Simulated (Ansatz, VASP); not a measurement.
# Two plane-wave programs on PbS

File INCAR:

```
PREC = Accurate
ENCUT = 520
EDIFF = 1E-6
ISMEAR = 0
SIGMA = 0.02
LREAL = False
LASPH = True
NELM = 100
ALGO = Normal
ISIF = 2
LWAVE = False
LCHARG = True
GGA = PE
LELF = True
LVHAR = True
NBANDS = 28
```

File KPOINTS:

```
regular mesh
0
Gamma
  8 8 6
```

Contents of POSCAR:

```
PbS
1.0
    1.7231580221     -5.9489998611      0.0000000000
    2.4421136459      6.1985941845      0.0000000000
    0.0000000000      0.0000000000      4.3661055687
Pb S
2 2
Direct
    0.9098505478      0.1588801147      0.7500000000
    0.0920439384      0.8216781947      0.2500000000
    0.6588042680      0.3889720466      0.7500000000
    0.3393012458      0.6304696439      0.2500000000
```

Input for Ansatz:

```yaml
crystal:
  lattice:
    - [1.7231580221, -5.9489998611, 0.0]
    - [2.4421136459, 6.1985941845, 0.0]
    - [0.0, 0.0, 4.3661055687]
  atoms:
    - { symbol: Pb, position: [0.9098505478, 0.1588801147, 0.75] }
    - { symbol: Pb, position: [0.0920439384, 0.8216781947, 0.25] }
    - { symbol: S, position: [0.658804268, 0.3889720466, 0.75] }
    - { symbol: S, position: [0.3393012458, 0.6304696439, 0.25] }
basis:
  ecutwfc: 420
kpoints:
  mp_grid: { grid: [8, 8, 6] }
hamiltonian:
  xc: pbe
scf:
  occupations: { method: gaussian, width: 0.02 }
output:
  forces: true
  stress: true
  eigenvalues: true
  populations: true
  write_density: true
  write_potential: true
  elf: true
  volumetric_format: npy
```

Alike in both runs: task single point; functional PBE; k mesh 8 × 8 × 6; occupations gaussian, width 0.02 eV; no spin polarisation.

```csv
,VASP,Ansatz
version,VASP 6.6.1,Ansatz 0.2.0
potentials or method,"VASP PAW PBE potentials, release 64 (Pb_d, S), cutoff 520 eV","scalar-relativistic, plane waves, PAW"
valence electrons in the cell,40,40
```

|  | VASP | Ansatz | Ansatz less VASP |
| --- | --- | --- | --- |
| gap on the k mesh at the Fermi level (eV) | 0.95 | 0.95 | +0.002 |
| least direct gap on the mesh (eV) | 1.26 | 1.26 | +0.001 |
| pressure (GPa) | -0.2 | -0.2 | +0.06 |
| traceless stress, the component that is largest in VASP (GPa) | -0.66 | -0.65 | +0.002 |
| rms of the force components (eV/Å) | 0.252 | 0.251 | -0.0003 |

Atom by atom the forces differ by 0.002 eV/Å (rms over components).

Spin-orbit coupling is off throughout.
